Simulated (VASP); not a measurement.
# Ni (P6_3/mmc) in VASP: a series of runs

Ni is run at these levels: RPBE; tasks: relaxation of cell and atoms, single point.

Program: VASP 6.6.1. These are calculated values, not measurements. Logs are shortened: lines on timing, memory, paths and dates and some standing lists are left out, and cuts for length are marked.

## (1) The cell of the first run

It takes space group P6_3/mmc (No. 194, hexagonal). Conventional cell: a = 2.492 Å, b = 2.492 Å, c = 4.069 Å, α = 90.00°, β = 90.00°, γ = 120.00°. Ni (site symmetry -6m2) has 12 Ni at 2.49 Å within 3.3 Å.

## (2) Relaxation of cell and atoms, RPBE, collinear spin, antiferromagnetic start

INCAR

```
SYSTEM = Ni
ALGO = Normal ; EDIFF = 1E-6
EDIFFG = -0.01 ; ENCUT = 600
GGA = RP ; IBRION = 2
ISIF = 3 ; ISMEAR = -1
ISPIN = 2 ; LASPH = .True.
LCHARG = .False. ; LMAXMIX = 4
LORBIT = 11 ; LREAL = .False.
LWAVE = .False. ; MAGMOM = 0.8 -0.8
NELM = 150 ; NSW = 80
PREC = Accurate ; SIGMA = 0.05
```

KPOINTS

```
k-points
0
Gamma
  14 14 8
  0 0 0
```

POSCAR

```
Ni
1.0
    2.4917559660      0.0000000000      0.0000000000
   -1.2458779830      2.1579239666      0.0000000000
    0.0000000000      0.0000000000      4.0690374925
Ni
2
Direct
    0.3333333333      0.6666666667      0.2500000000
    0.6666666667      0.3333333333      0.7500000000
```

Potentials or basis: VASP PAW PBE potentials, release 64 (Ni).

The run is started by

```bash
> cat potpaw_PBE.64/Ni/POTCAR > POTCAR
> mpirun -np 1 vasp_std > vasp.out
```

OUTCAR:

```text
SYSTEM = Ni
   EDIFF = 1E-6
   EDIFFG = -0.01
   ENCUT = 600
   GGA = RP
   IBRION = 2
   ISIF = 3
   ISMEAR = -1
   ISPIN = 2
   LASPH = .True.
   LORBIT = 11
   LREAL = .False.
   NELM = 150
   NSW = 80
   PREC = Accurate

 ion  position               nearest neighbor table
   1  0.333  0.667  0.250-   2 2.49   2 2.49   2 2.49   2 2.49   2 2.49   2 2.49
   2  0.667  0.333  0.750-   1 2.49   1 2.49   1 2.49   1 2.49   1 2.49   1 2.49

  LATTYP: Found a hexagonal cell.
 ALAT       =     2.4917559660
 C/A-ratio  =     1.6330000000

  Lattice vectors:

 A1 = (   2.4917559660,   0.0000000000,   0.0000000000)
 A2 = (  -1.2458779830,   2.1579239666,   0.0000000000)
 A3 = (   0.0000000000,   0.0000000000,   4.0690374925)

Analysis of symmetry for initial positions (statically):
=====================================================================
 Subroutine PRICEL returns:
 Original cell was already a primitive cell.

 Routine SETGRP: Setting up the symmetry group for a
 hexagonal supercell.

 Subroutine GETGRP returns: Found 24 space group operations
 (whereof 12 operations were pure point group operations)
 out of a pool of 24 trial point group operations.

The static configuration has the point symmetry D_3d.
 The point group associated with its full space group is D_6h.

Analysis of symmetry for dynamics (positions and initial velocities):
=====================================================================
 Subroutine PRICEL returns:
 Original cell was already a primitive cell.

 Routine SETGRP: Setting up the symmetry group for a
 hexagonal supercell.

 Subroutine GETGRP returns: Found 24 space group operations
 (whereof 12 operations were pure point group operations)
 out of a pool of 24 trial point group operations.

The dynamic configuration has the point symmetry D_3d.
 The point group associated with its full space group is D_6h.

Analysis of structural, dynamic, and magnetic symmetry:
=====================================================================
 Subroutine PRICEL returns:
 Original cell was already a primitive cell.

 Routine SETGRP: Setting up the symmetry group for a
 hexagonal supercell.

 Subroutine GETGRP returns: Found 24 space group operations
 (whereof 12 operations were pure point group operations)
 out of a pool of 24 trial point group operations.

The overall configuration has the point symmetry D_3d.
 The point group associated with its full space group is D_6h.

 Subroutine INISYM returns: Found 24 space group operations
 (whereof 12 operations are pure point group operations),
 and found     1 'primitive' translations

----------------------------------------------------------------------------------------

                                     Primitive cell

  volume of cell :      21.8793

  direct lattice vectors                    reciprocal lattice vectors
     2.491755966  0.000000000  0.000000000     0.401323410  0.231704179  0.000000000
    -1.245877983  2.157923967  0.000000000     0.000000000  0.463408357  0.000000000
     0.000000000  0.000000000  4.069037492     0.000000000  0.000000000  0.245758365

  length of vectors
     2.491755966  2.491755966  4.069037492     0.463408357  0.463408357  0.245758365

  position of ions in fractional coordinates (direct lattice)
     0.333333333  0.666666667  0.250000000
     0.666666667  0.333333333  0.750000000

  ion indices of the primitive-cell ions
   primitive index   ion index
                 1           1
                 2           2

----------------------------------------------------------------------------------------

 KPOINTS: k-points

Automatic generation of k-mesh.
 Grid dimensions read from file:
 generate k-points for:   14   14    8

 Generating k-lattice:

  Cartesian coordinates                     Fractional coordinates (reciprocal lattice)
     0.028665958  0.016550298  0.000000000     0.071428571 -0.000000000  0.000000000
     0.000000000  0.033100597  0.000000000     0.000000000  0.071428571  0.000000000
     0.000000000  0.000000000  0.030719796     0.000000000  0.000000000  0.125000000

  Length of vectors
     0.033100597  0.033100597  0.030719796

  Shift w.r.t. Gamma in fractional coordinates (k-lattice)
     0.000000000  0.000000000  0.000000000

 Subroutine IBZKPT returns following result:
 ===========================================

 Found    120 irreducible k-points:

 Following reciprocal coordinates:
            Coordinates               Weight
  0.000000  0.000000  0.000000      1.000000
  0.071429 -0.000000  0.000000      6.000000
  0.142857 -0.000000  0.000000      6.000000
  0.214286 -0.000000  0.000000      6.000000
  0.285714 -0.000000  0.000000      6.000000
  0.357143 -0.000000  0.000000      6.000000
[... 16 lines left out ...]
  0.285714  0.285714  0.000000      6.000000
  0.357143  0.285714  0.000000      6.000000
 [... further k-points ...]
   k-points           NKPTS =    120   k-points in BZ     NKDIM =    120   number of bands    NBANDS=     14
   number of dos      NEDOS =    301   number of ions     NIONS =      2
   total plane-waves  NPLWV =  14400
   dimension x,y,z NGX =    20 NGY =   20 NGZ =   36
   dimension x,y,z NGXF=    40 NGYF=   40 NGZF=   72
   ions per type =               2
   NGX,Y,Z   is equivalent  to a cutoff of  13.34, 13.34, 14.71 a.u.
   NGXF,Y,Z  is equivalent  to a cutoff of  26.69, 26.69, 29.42 a.u.
 SYSTEM =  Ni
   PREC   = accura    normal or accurate (medium, high low for compatibility)
   ISTART =      0    job   : 0-new  1-cont  2-samecut
   ICHARG =      2    charge: 1-file 2-atom 10-const
   ISPIN  =      2    spin polarized calculation?
   LNONCOLLINEAR =      F non collinear calculations
   LSORBIT =      F    spin-orbit coupling
   LASPH  =      T    aspherical Exc in radial PAW
   ENCUT  =  600.0 eV  44.10 Ry    6.64 a.u.   4.98  4.98  8.13*2*pi/ulx,y,z
   NELM   =    150;   NELMIN=  2; NELMDL= -5     # of ELM steps
   EDIFF  = 0.1E-05   stopping-criterion for ELM
   LREAL  =      F    real-space projection
   EDIFFG = -.1E-01   stopping-criterion for IOM
   NSW    =     80    number of steps for IOM
   IBRION =      2    ionic relax: 0-MD 1-quasi-New 2-CG
   NFREE  =      1    steps in history (QN), initial steepest desc. (CG)
   ISIF   =      3    stress and relaxation
   ISYM   =      2    0-nonsym 1-usesym 2-fastsym
   POTIM  = 0.5000    time-step for ionic-motion
   TEBEG  =    0.0;   TEEND  =   0.0 temperature during run
   PSTRESS=    0.0 pullay stress
   NELECT =      20.0000    total number of electrons
   NUPDOWN=      -1.0000    fix difference up-down
   EMIN   =  10.00;   EMAX   =-10.00  energy-range for DOS
   EFERMI =   0.00;   METHOD = LEGACY
   ISMEAR =    -1;   SIGMA  =   0.05  broadening in eV -4-tet -1-fermi 0-gaus
   EFERMI_NEDOS =   21; number of points for ismear=-14 and -15
   IALGO  =     38    algorithm
   IMIX   =      4    mixing-type and parameters
     AMIX     =   0.40;   BMIX     =  1.00
     AMIX_MAG =   1.60;   BMIX_MAG =  1.00
  volume/ion in A,a.u.               =      10.94        73.82
  Fermi-wavevector in a.u.,A,eV,Ry     =   1.588816  3.002428 34.345698  2.524338
  Thomas-Fermi vector in A             =   2.687762
   LORBIT       =     11    0 simple, 1 ext, 2 COOP (PROOUT), +10 PAW based schemes
   GGA     = RP    functional components
   LHFCALC =     F    Hartree Fock is set to
   AEXX    =    0.0000 exact exchange contribution
   IVDW    =     0    specifies the selected vdW correction
   LEPSILON=     F    determine dielectric tensor
   LRPA    =     F    only Hartree local field effects (RPA)
 conjugate gradient relaxation of ions
 spin polarized calculation
  energy-cutoff  :      600.00
  volume of cell :       21.88
 maximum number of plane-waves:       760
 NGX is ok and might be reduce to    20
   NGX =  9   NGY =  9   NGZ = 17

--------------------------------------- Ionic step        1  -------------------------------------------

 number of electron      19.9999997 magnetization      -0.0000000

 number of electron      19.9999997 magnetization       0.0000000

 Free energy of the ion-electron system (eV)
  ---------------------------------------------------
  ext. energy  EPLUGINS =         0.00000000
  ---------------------------------------------------
  free energy    TOTEN  =        -9.75764997 eV

  energy without entropy =       -9.70088266  energy(sigma->0) =       -9.72926631

------------------------ aborting loop because EDIFF is reached ----------------------------------------

  FORCE on cell =-STRESS in cart. coord.  units (eV):
  Direction    XX          YY          ZZ          XY          YZ          ZX
  --------------------------------------------------------------------------------------
  -------------------------------------------------------------------------------------
  Total        0.5106904      0.5106904      0.8594218      0.0000000      0.0000000      0.0000000
  in kB       37.3968414     37.3968414     62.9337483      0.0000000      0.0000000      0.0000000
  external PRESSURE =      45.9091437 kB  Pullay stress =       0.0000000 kB
[... 175 lines left out ...]
--------------------------------------- Ionic step        6  -------------------------------------------

 number of electron      20.0000002 magnetization      -0.0000000

 number of electron      20.0000002 magnetization       0.0000000

 Free energy of the ion-electron system (eV)
  ---------------------------------------------------
  ext. energy  EPLUGINS =         0.00000000
  ---------------------------------------------------
  free energy    TOTEN  =        -9.76676828 eV

  energy without entropy =       -9.71176615  energy(sigma->0) =       -9.73926721

 E-fermi :   8.9397     XC(G=0): -12.9492

 val. band max:        8.9386672687   @ k =   0.3571  -0.0000   0.1250
 cond. band min:       8.9443758801   @ k =   0.4286   0.1429   0.1250
 fundamental gap:      0.0057086114
 Fermi energy:         8.9397468895

 spin component 1

 k-point     1 :       0.0000    0.0000    0.0000
  band No.  band energies     occupation
      1       0.2899      1.00000
      2       4.6556      1.00000
      3       7.1120      1.00000
      4       7.1120      1.00000
      5       7.1281      1.00000
      6       7.5579      1.00000
      7       7.5579      1.00000
      8       7.8924      1.00000
      9       7.8924      1.00000
     10       8.7096      0.99008
     11       8.8006      0.94173
     12       8.8006      0.94173
     13      14.6307      0.00000
     14      31.4468      0.00000
[... 376 lines left out ...]
  band No.  band energies     occupation
      1       5.7149      1.00000
      2       5.7737      1.00000
      3       5.8989      1.00000
      4       6.1248      1.00000
      5       6.8903      1.00000
      6       7.0589      1.00000
      7       7.6934      1.00000
      8       8.5830      0.99920
      9       8.7405      0.98175
     10       8.7517      0.97727
     11      12.9639      0.00000
     12      13.7186      0.00000
     13      15.3845      0.00000
     14      20.6236      0.00000

 [... further k-points ...]

 spin component 2

 k-point     1 :       0.0000    0.0000    0.0000
  band No.  band energies     occupation
      1       0.2899      1.00000
      2       4.6556      1.00000
      3       7.1120      1.00000
      4       7.1120      1.00000
      5       7.1281      1.00000
      6       7.5579      1.00000
      7       7.5579      1.00000
      8       7.8924      1.00000
      9       7.8924      1.00000
     10       8.7096      0.99008
     11       8.8006      0.94173
     12       8.8006      0.94173
     13      14.6307      0.00000
     14      31.4468      0.00000
[... 420 lines left out ...]
  FREE ENERGIE OF THE ION-ELECTRON SYSTEM (eV)
  ---------------------------------------------------
  free  energy   TOTEN  =        -9.7667682757 eV

  energy  without entropy=       -9.7117661518  energy(sigma->0) =       -9.73926721

 reached required accuracy - stopping structural energy minimisation

 total charge

# of ion       s       p       d       tot
------------------------------------------
    1        0.479   0.465   8.311   9.254
    2        0.479   0.465   8.311   9.254
--------------------------------------------------
tot          0.957   0.929  16.622  18.508

 magnetization (x)

# of ion       s       p       d       tot
------------------------------------------
    1       -0.001  -0.001   0.284   0.282
    2        0.001   0.001  -0.284  -0.282
--------------------------------------------------
tot          0.000   0.000   0.000   0.000
```

It took 8.6 min on 1 thread of AMD EPYC 7R13, shared host; peak memory 0.18 GiB.

Results:

* Free energy: -9.7668 eV
* Relaxed volume: 11.21 Å³/atom
* Relaxed cell: a = 2.502 Å, b = 2.502 Å, c = 4.137 Å, α = 90.00°, β = 90.00°, γ = 120.00°
* Space group after relaxing (to 0.05 Å): P6_3/mmc (No. 194)
* Energy gained by relaxing: 4.6 meV/atom
* Ionic steps: 6
* Pressure after relaxing: 0.1 GPa
* Band gap on the k mesh: zero (filled and empty bands overlap)
* Net moment: 0.00 μB per cell
* Site moments: Ni +0.28, -0.28 μB
* Valence electrons inside the program's atomic spheres: Ni 9.25

Stress tensor (GPa, compression positive):
```
0.08 0.00 0.00
0.00 0.08 0.00
0.00 0.00 0.00
```

The path:
```csv
step,energy change (eV),largest force (eV/Å),pressure (GPa),volume (Å³)
1,0.0000,0.0000,4.59,21.88
2,-0.0041,0.0000,-3.35,22.89
3,-0.0086,0.0000,-0.20,22.45
4,-0.0090,0.0000,-0.09,22.44
5,-0.0091,0.0000,0.04,22.42
6,-0.0091,0.0000,0.05,22.43
```

Final structure:
```
Ni
1.0
     2.50212    0.00000    0.00000
    -1.25106    2.16690    0.00000
     0.00000    0.00000    4.13694
Ni
2
Direct
  0.33333 0.66667 0.25000
  0.66667 0.33333 0.75000
```

Levels at points of the mesh, in eV from the Fermi level:
Spin up:
| k point | band 6 | band 7 | band 8 | band 9 | band 10 | band 11 | band 12 | band 13 | band 14 |
| --- | --- | --- | --- | --- | --- | --- | --- | --- | --- |
| (0.00, 0.00, 0.00) | -1.38 | -1.38 | -1.05 | -1.05 | -0.23 | -0.14 | -0.14 | 5.69 | 22.51 |
| (0.50, 0.00, 0.00) | -1.74 | -1.42 | -0.19 | 0.02 | 0.24 | 1.54 | 3.34 | 9.33 | 9.82 |
| (0.00, 0.00, 0.50) | -1.92 | -1.62 | -1.62 | -0.47 | -0.47 | -0.36 | -0.36 | 14.00 | 14.08 |
| (0.50, 0.00, 0.50) | -0.88 | -0.57 | -0.32 | -0.17 | 0.24 | 1.68 | 1.70 | 6.90 | 6.98 |
Spin down:
```tsv
k point	band 7	band 8	band 9	band 10	band 11	band 12	band 13	band 14
(0.00, 0.00, 0.00)	-1.38	-1.05	-1.05	-0.23	-0.14	-0.14	5.69	22.51
(0.50, 0.00, 0.00)	-1.42	-0.19	0.02	0.24	1.54	3.34	9.33	9.82
(0.00, 0.00, 0.50)	-1.62	-1.62	-0.47	-0.47	-0.36	-0.36	14.00	14.08
(0.50, 0.00, 0.50)	-0.57	-0.32	-0.17	0.24	1.68	1.70	6.90	6.98
```

Caveat: the PAW data sets were made with another functional, which shifts forces and pressure a little.

(Continued in part 2 of 2.)
